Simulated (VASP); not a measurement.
**HC8F: single point with PBE+D3(BJ)**

HC8F, a slab with vacuum:

```
CELL_PARAMETERS angstrom
4.93130 0.00000 0.00000
-2.46565 4.27064 0.00000
0.00000 0.00000 18.00003
ATOMIC_POSITIONS crystal
C 0.33333 0.16667 0.22222
C 0.33333 0.66667 0.22222
C 0.83333 0.16667 0.22222
C 0.83333 0.66667 0.22222
C 0.16667 0.33333 0.22222
C 0.16667 0.83333 0.22222
C 0.66667 0.33333 0.22222
C 0.66667 0.83333 0.22222
F 0.27889 0.22111 0.32000
H 0.38777 0.11223 0.32000
```

```yaml
Program: VASP 6.6.1
Task: single point
Functional: PBE
Dispersion: D3(BJ)
Potentials_or_basis: VASP PAW PBE potentials, release 64 (C, F, H)
Cutoff: 520 eV
k_mesh: 6 × 6 × 1
Occupations: gaussian, width 0.1 eV
Spin: no spin polarisation
Dipole_correction: yes
Further_INCAR_settings: ALGO = Normal; EDIFF = 1e-06; NBANDS = 31
```

```json
{
  "Largest force": "7.756 eV/Å",
  "Band gap on the k mesh": "0.44 eV, direct",
  "Dispersion energy per atom": "-0.082 eV"
}
```

Forces in eV/Å, atoms in the order of the input:
```
C    0.757 -0.437 -3.946
C    0.179 -0.353 -0.210
C    0.395  0.021 -0.210
C   -0.074  0.043 -0.015
C   -1.602  0.925 -2.724
C   -0.105 -0.324 -0.709
C    0.228  0.253 -0.709
C    0.089 -0.051  0.036
F   -0.795  0.459  7.701
H    0.927 -0.535  0.785
```

Levels at points of the mesh, in eV from the valence-band top:
```tsv
k point	band 16	band 17	band 18	band 19	band 20	band 21	band 22	band 23	band 24	band 25
(0.00, 0.00, 0.00)	-3.08	-3.08	-2.47	-2.25	-1.43	1.59	1.82	1.98	2.55	3.89
(0.50, 0.00, 0.00)	-5.25	-5.00	-4.59	-2.59	-1.95	2.75	3.06	3.80	4.85	5.82
(0.50, 0.50, 0.00)	-5.11	-5.01	-4.75	-2.64	-1.63	2.70	2.75	3.83	5.07	5.78
```

Wall time 3.5 min on 1 thread of Intel(R) Xeon(R) 6975P-C (Granite Rapids) (shared host), peak memory 0.58 GiB.
